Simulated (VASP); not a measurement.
# PbS (P1) in VASP: single point with PBEsol

Aim: the single point of PbS with PBEsol.

All numbers are computed with VASP 6.6.1; they aren't measurements. Logs are shortened: lines on timing, memory, paths and dates and some standing lists are left out, and cuts for length are marked.

### 1 The cell of the first run

The typed cell holds 16 atoms: a = 8.431 Å, b = 8.431 Å, c = 5.979 Å, α = 90.03°, β = 90.03°, γ = 90.00°.

### 2 Single point, PBEsol

INCAR reads:

```
SYSTEM = PbS
PREC = Accurate
ENCUT = 520
EDIFF = 1E-6
ISMEAR = -1
SIGMA = 0.026
LREAL = Auto
LASPH = .TRUE.
NELM = 60
ALGO = Normal
ISIF = 2
LWAVE = .FALSE.
LCHARG = .FALSE.
GGA = PS
NBANDS = 94
```

KPOINTS reads:

```
regular mesh
0
G
  2 2 2
  0 0 0
```

POSCAR reads:

```
PbS
1.0
    5.9332550000     -5.9618300000      0.5794490000
    5.9332550000      5.9618300000      0.5794490000
   -0.5859640000      0.0000000000      5.9501440000
Pb S
8 8
Direct
    0.3746562083      0.3766866252      0.7512144490
    0.1202579673      0.1257151843      0.2552570330
    0.3797889094      0.8732551773      0.7566951081
    0.1267081615      0.6294519499      0.2509962414
    0.8759306607      0.3721405492      0.7453474043
    0.6325406993      0.1303484194      0.2491700475
    0.8654317933      0.8727934591      0.7524023143
    0.6251228119      0.6212773484      0.2638318793
    0.1187620008      0.1216837547      0.7307206258
    0.3681268876      0.3657167216      0.2636173267
    0.1129447258      0.6196210316      0.7219137057
    0.3608584882      0.8738373890      0.2590696475
    0.6202446632      0.1260623400      0.7363605239
    0.8731110737      0.3860413317      0.2266236578
    0.6435887831      0.6110242853      0.7320129920
    0.8684420644      0.8740816080      0.2789101239
```

Potentials or basis: VASP PAW PBE potentials, release 64 (Pb_d, S).

Command:

```bash
> cat potpaw_PBE.64/Pb_d/POTCAR potpaw_PBE.64/S/POTCAR > POTCAR
> mpirun -np 1 vasp_std > vasp.out
```

OUTCAR:

```text
SYSTEM = PbS
   PREC = Accurate
   ENCUT = 520
   EDIFF = 1E-6
   ISMEAR = -1
   LREAL = Auto
   LASPH = .TRUE.
   NELM = 60
   ISIF = 2
   GGA = PS

 ion  position               nearest neighbor table
   1  0.375  0.377  0.751-  10 2.92  13 2.96  15 3.01  11 3.02   9 3.05  10 3.07
   2  0.120  0.126  0.255-   9 2.84  10 2.91  12 2.94  16 3.00  14 3.03   9 3.14   6 4.11
   3  0.380  0.873  0.757-  13 2.94  12 2.98  12 3.01   9 3.04  11 3.11  15 3.14   7 4.09
   4  0.127  0.629  0.251-  11 2.82  12 2.85  14 2.97  16 3.00  10 3.02  11 3.17
   5  0.876  0.372  0.745-  15 2.81  14 2.88  11 2.89   9 2.94  13 2.99  14 3.10
   6  0.633  0.130  0.249-  13 2.92  16 2.94  14 2.96  10 2.99  13 3.07  12 3.15   2 4.11
   7  0.865  0.873  0.752-  16 2.83  15 2.90  13 2.97  11 2.99   9 3.00  16 3.15   3 4.09   8 4.14

   8  0.625  0.621  0.264-  15 2.80  14 2.89  16 2.96  10 3.06  12 3.08  15 3.18   7 4.14
   9  0.119  0.122  0.731-   2 2.84   5 2.94   7 3.00   3 3.04   1 3.05   2 3.14
  10  0.368  0.366  0.264-   2 2.91   1 2.92   6 2.99   4 3.02   8 3.06   1 3.07
  11  0.113  0.620  0.722-   4 2.82   5 2.89   7 2.99   1 3.02   3 3.11   4 3.17
  12  0.361  0.874  0.259-   4 2.85   2 2.94   3 2.98   3 3.01   8 3.08   6 3.15
  13  0.620  0.126  0.736-   6 2.92   3 2.94   1 2.96   7 2.97   5 2.99   6 3.07
  14  0.873  0.386  0.227-   5 2.88   8 2.89   6 2.96   4 2.97   2 3.03   5 3.10
  15  0.644  0.611  0.732-   8 2.80   5 2.81   7 2.90   1 3.01   3 3.14   8 3.18
  16  0.868  0.874  0.279-   7 2.83   6 2.94   8 2.96   4 3.00   2 3.00   7 3.15

  LATTYP: Found a base centered monoclinic cell.
 ALAT       =    11.9229654094
 B/A-ratio  =     1.0000582565
 C/A-ratio  =     0.5014630791
 COS(beta)  =    -0.0008099381

  Lattice vectors:

 A1 = (   5.9332550000,  -5.9618300000,   0.5794490000)
 A2 = (   5.9332550000,   5.9618300000,   0.5794490000)
 A3 = (  -0.5859640000,   0.0000000000,   5.9501440000)

Analysis of symmetry for initial positions (statically):
=====================================================================
 Subroutine PRICEL returns:
 Original cell was already a primitive cell.

 Routine SETGRP: Setting up the symmetry group for a
 base centered monoclinic supercell.

 Subroutine GETGRP returns: Found  1 space group operations
 (whereof  1 operations were pure point group operations)
 out of a pool of  4 trial point group operations.

The static configuration has the point symmetry C_1 .

Analysis of symmetry for dynamics (positions and initial velocities):
=====================================================================
 Subroutine PRICEL returns:
 Original cell was already a primitive cell.

 Routine SETGRP: Setting up the symmetry group for a
 base centered monoclinic supercell.

 Subroutine GETGRP returns: Found  1 space group operations
 (whereof  1 operations were pure point group operations)
 out of a pool of  4 trial point group operations.

The dynamic configuration has the point symmetry C_1 .

 Subroutine INISYM returns: Found  1 space group operations
 (whereof  1 operations are pure point group operations),
 and found     1 'primitive' translations

----------------------------------------------------------------------------------------

                                     Primitive cell

  volume of cell :     424.9981

  direct lattice vectors                    reciprocal lattice vectors
     5.933255000 -5.961830000  0.579449000     0.083468015 -0.083866866  0.008219843
     5.933255000  5.961830000  0.579449000     0.083468015  0.083866866  0.008219843
    -0.585964000  0.000000000  5.950144000    -0.016256903  0.000000000  0.166462197

  length of vectors
     8.431055271  8.431055271  5.978926946     0.118609134  0.118609134  0.167254147

  position of ions in fractional coordinates (direct lattice)
     0.374656208  0.376686625  0.751214449
     0.120257967  0.125715184  0.255257033
     0.379788909  0.873255177  0.756695108
     0.126708161  0.629451950  0.250996241
     0.875930661  0.372140549  0.745347404
     0.632540699  0.130348419  0.249170048
[... 8 lines left out ...]
     0.643588783  0.611024285  0.732012992
     0.868442064  0.874081608  0.278910124

  ion indices of the primitive-cell ions
   primitive index   ion index
                 1           1
                 2           2
                 3           3
                 4           4
                 5           5
                 6           6
[... 8 lines left out ...]
                15          15
                16          16

----------------------------------------------------------------------------------------

 KPOINTS: regular mesh

Automatic generation of k-mesh.
 Grid dimensions read from file:
 generate k-points for:    2    2    2

 Generating k-lattice:

  Cartesian coordinates                     Fractional coordinates (reciprocal lattice)
     0.041734008 -0.041933433  0.004109922     0.500000000 -0.000000000  0.000000000
     0.041734008  0.041933433  0.004109922    -0.000000000  0.500000000  0.000000000
    -0.008128452  0.000000000  0.083231098    -0.000000000 -0.000000000  0.500000000

  Length of vectors
     0.059304567  0.059304567  0.083627074

  Shift w.r.t. Gamma in fractional coordinates (k-lattice)
     0.000000000  0.000000000  0.000000000

 Subroutine IBZKPT returns following result:
 ===========================================

 Found      8 irreducible k-points:

 Following reciprocal coordinates:
            Coordinates               Weight
  0.000000  0.000000  0.000000      1.000000
  0.500000 -0.000000 -0.000000      1.000000
 -0.000000  0.500000 -0.000000      1.000000
  0.500000  0.500000 -0.000000      1.000000
  0.000000  0.000000  0.500000      1.000000
  0.500000 -0.000000  0.500000      1.000000
 -0.000000  0.500000  0.500000      1.000000
  0.500000  0.500000  0.500000      1.000000
   k-points           NKPTS =      8   k-points in BZ     NKDIM =      8   number of bands    NBANDS=     94
   number of dos      NEDOS =    301   number of ions     NIONS =     16
   total plane-waves  NPLWV = 196608
   dimension x,y,z NGX =    64 NGY =   64 NGZ =   48
   dimension x,y,z NGXF=   128 NGYF=  128 NGZF=   96
   ions per type =               8   8
   NGX,Y,Z   is equivalent  to a cutoff of  12.62, 12.62, 13.35 a.u.
   NGXF,Y,Z  is equivalent  to a cutoff of  25.24, 25.24, 26.69 a.u.
 SYSTEM =  PbS
   PREC   = accura    normal or accurate (medium, high low for compatibility)
   ISTART =      0    job   : 0-new  1-cont  2-samecut
   ICHARG =      2    charge: 1-file 2-atom 10-const
   ISPIN  =      1    spin polarized calculation?
   LNONCOLLINEAR =      F non collinear calculations
   LSORBIT =      F    spin-orbit coupling
   LASPH  =      T    aspherical Exc in radial PAW
   ENCUT  =  520.0 eV  38.22 Ry    6.18 a.u.  15.68 15.68 11.12*2*pi/ulx,y,z
   NELM   =     60;   NELMIN=  2; NELMDL= -5     # of ELM steps
   EDIFF  = 0.1E-05   stopping-criterion for ELM
   LREAL  =      T    real-space projection
   EDIFFG = 0.1E-04   stopping-criterion for IOM
   NSW    =      0    number of steps for IOM
   IBRION =     -1    ionic relax: 0-MD 1-quasi-New 2-CG
   NFREE  =      0    steps in history (QN), initial steepest desc. (CG)
   ISIF   =      2    stress and relaxation
   ISYM   =      2    0-nonsym 1-usesym 2-fastsym
   POTIM  = 0.5000    time-step for ionic-motion
   TEBEG  =    0.0;   TEEND  =   0.0 temperature during run
   PSTRESS=    0.0 pullay stress
   NELECT =     160.0000    total number of electrons
   NUPDOWN=      -1.0000    fix difference up-down
   EMIN   =  10.00;   EMAX   =-10.00  energy-range for DOS
   EFERMI =   0.00;   METHOD = LEGACY
   ISMEAR =    -1;   SIGMA  =   0.03  broadening in eV -4-tet -1-fermi 0-gaus
   EFERMI_NEDOS =   21; number of points for ismear=-14 and -15
   IALGO  =     38    algorithm
   IMIX   =      4    mixing-type and parameters
     AMIX     =   0.40;   BMIX     =  1.00
     AMIX_MAG =   1.60;   BMIX_MAG =  1.00
  volume/ion in A,a.u.               =      26.56       179.25
  Fermi-wavevector in a.u.,A,eV,Ry     =   1.182095  2.233836 19.012092  1.397349
  Thomas-Fermi vector in A             =   2.318356
   LORBIT       =      0    0 simple, 1 ext, 2 COOP (PROOUT), +10 PAW based schemes
   GGA     = PS    functional components
   LHFCALC =     F    Hartree Fock is set to
   AEXX    =    0.0000 exact exchange contribution
   IVDW    =     0    specifies the selected vdW correction
   LEPSILON=     F    determine dielectric tensor
   LRPA    =     F    only Hartree local field effects (RPA)
 non-spin polarized calculation
  energy-cutoff  :      520.00
  volume of cell :      425.00
 maximum number of plane-waves:     11550
 NGX is ok and might be reduce to    64
   NGX = 31   NGY = 31   NGZ = 23

 number of electron     160.0000005 magnetization

 Free energy of the ion-electron system (eV)
  ---------------------------------------------------
  ext. energy  EPLUGINS =         0.00000000
  ---------------------------------------------------
  free energy    TOTEN  =       -73.90499092 eV

  energy without entropy =      -73.90482390  energy(sigma->0) =      -73.90490741

 E-fermi :   5.5931     XC(G=0):  -9.7935

 val. band max:        5.4226423795   @ k =   0.0000   0.0000   0.5000
 cond. band min:       5.7613453635   @ k =   0.0000   0.0000   0.5000
 fundamental gap:      0.3387029840
 Fermi energy:         5.5931239430

 k-point     1 :       0.0000    0.0000    0.0000
  band No.  band energies     occupation
      1     -11.4792      2.00000
      2     -11.4594      2.00000
      3     -11.4258      2.00000
      4     -11.4206      2.00000
      5     -11.4155      2.00000
      6     -11.4072      2.00000
[... 84 lines left out ...]
     91       9.2234      0.00000
     92       9.3902      0.00000

 k-point     2 :       0.5000   -0.0000   -0.0000
  band No.  band energies     occupation
      1     -11.4730      2.00000
      2     -11.4460      2.00000
      3     -11.4210      2.00000
      4     -11.4169      2.00000
      5     -11.4134      2.00000
      6     -11.3996      2.00000
[... 559 lines left out ...]
     91       8.5080      0.00000
     92       8.6057      0.00000

 k-point     8 :       0.5000    0.5000    0.5000
  band No.  band energies     occupation
      1     -11.4409      2.00000
      2     -11.4278      2.00000
      3     -11.4185      2.00000
      4     -11.4137      2.00000
      5     -11.4000      2.00000
      6     -11.3719      2.00000
[... 84 lines left out ...]
     91       7.8143      0.00000
     92       7.8722      0.00000
 [bands above 92 left out]

------------------------ aborting loop because EDIFF is reached ----------------------------------------

  FORCE on cell =-STRESS in cart. coord.  units (eV):
  Direction    XX          YY          ZZ          XY          YZ          ZX
  --------------------------------------------------------------------------------------
  -------------------------------------------------------------------------------------
  Total       -6.2543934     -6.4133070      7.1395459     -0.0635225      0.2285075     -1.2739326
  in kB      -23.5780997    -24.1771794     26.9149884     -0.2394700      0.8614382     -4.8025298
  external PRESSURE =      -6.9467636 kB  Pullay stress =       0.0000000 kB

 VOLUME and BASIS-vectors are now :
 -----------------------------------------------------------------------------
  energy-cutoff  :      520.00
  volume of cell :      425.00
      direct lattice vectors                 reciprocal lattice vectors
     5.933255000 -5.961830000  0.579449000     0.083468015 -0.083866866  0.008219843
     5.933255000  5.961830000  0.579449000     0.083468015  0.083866866  0.008219843
    -0.585964000  0.000000000  5.950144000    -0.016256903  0.000000000  0.166462197

 POSITION                                       TOTAL-FORCE (eV/Angst)
 -----------------------------------------------------------------------------------
      4.01772      0.01211      4.90520        -0.118200      0.030570     -0.137541
      1.30985      0.03254      1.66135         0.061813     -0.152279      0.133563
      6.99123      2.94196      5.22852         0.016816      0.216294     -0.088387
      4.33942      2.99727      1.93162        -0.002420     -0.013367      0.125989
      6.96838     -3.00351      5.15812         0.129075     -0.192559      0.059215
      4.38041     -2.99399      1.92465        -0.071768      0.077476      0.099119
[... 8 lines left out ...]
      7.01501     -0.19414      5.08257        -0.215104      0.444817     -0.035492
     10.17541      0.03362      2.66926        -0.096262      0.007606     -0.177475
 -----------------------------------------------------------------------------------
    total drift:                                0.007651      0.001755     -0.002584

  FREE ENERGIE OF THE ION-ELECTRON SYSTEM (eV)
  ---------------------------------------------------
  free  energy   TOTEN  =       -73.9049909163 eV

  energy  without entropy=      -73.9048238962  energy(sigma->0) =      -73.90490741
```

Wall time 4.2 min (1 thread of Intel Xeon 6975P-C (Granite Rapids), shared host); peak memory 0.54 GiB.

Results:

| Property | Result |
| --- | --- |
| Free energy | -73.9050 eV |
| Pressure | -0.7 GPa |
| Largest force | 0.495 eV/Å |
| Band gap on the k mesh | 0.34 eV |

Forces in eV/Å, atoms in the order of the input:
```
Pb  -0.118  0.031 -0.138
Pb   0.062 -0.152  0.134
Pb   0.017  0.216 -0.088
Pb  -0.002 -0.013  0.126
Pb   0.129 -0.193  0.059
Pb  -0.072  0.077  0.099
Pb   0.245 -0.177 -0.093
Pb   0.056  0.061  0.005
S    0.130 -0.441  0.059
S    0.067 -0.023 -0.029
S    0.153 -0.067  0.102
S    0.232  0.061 -0.092
S   -0.294  0.071 -0.050
S   -0.292  0.097  0.120
S   -0.215  0.445 -0.035
S   -0.096  0.008 -0.177
```

Levels at points of the mesh, in eV from the valence-band top:
```tsv
k point	band 77	band 78	band 79	band 80	band 81	band 82	band 83	band 84
(0.00, 0.00, 0.00)	-0.91	-0.78	-0.69	-0.59	1.20	1.34	1.49	1.62
(0.50, 0.00, 0.00)	-1.72	-1.61	-1.11	-1.07	2.54	2.61	2.91	3.14
(0.00, 0.50, 0.00)	-1.70	-1.65	-1.10	-1.07	2.55	2.61	2.93	3.09
(0.50, 0.50, 0.00)	-0.98	-0.92	-0.89	-0.82	2.00	2.12	2.17	2.20
(0.00, 0.00, 0.50)	-0.26	-0.16	-0.05	0.00	0.34	0.41	0.52	0.60
(0.50, 0.00, 0.50)	-0.91	-0.90	-0.79	-0.67	1.26	1.32	1.49	1.51
(0.00, 0.50, 0.50)	-0.93	-0.90	-0.79	-0.67	1.23	1.37	1.49	1.51
(0.50, 0.50, 0.50)	-0.66	-0.63	-0.49	-0.46	1.01	1.10	1.23	1.31
```

Caveat: the k points lie up to 0.53 Å⁻¹ apart; the atoms stand as in a frame of molecular dynamics; the PAW data sets were made with another functional, which shifts forces and pressure a little; spin-orbit coupling is left out, which moves the levels of the heavy elements.
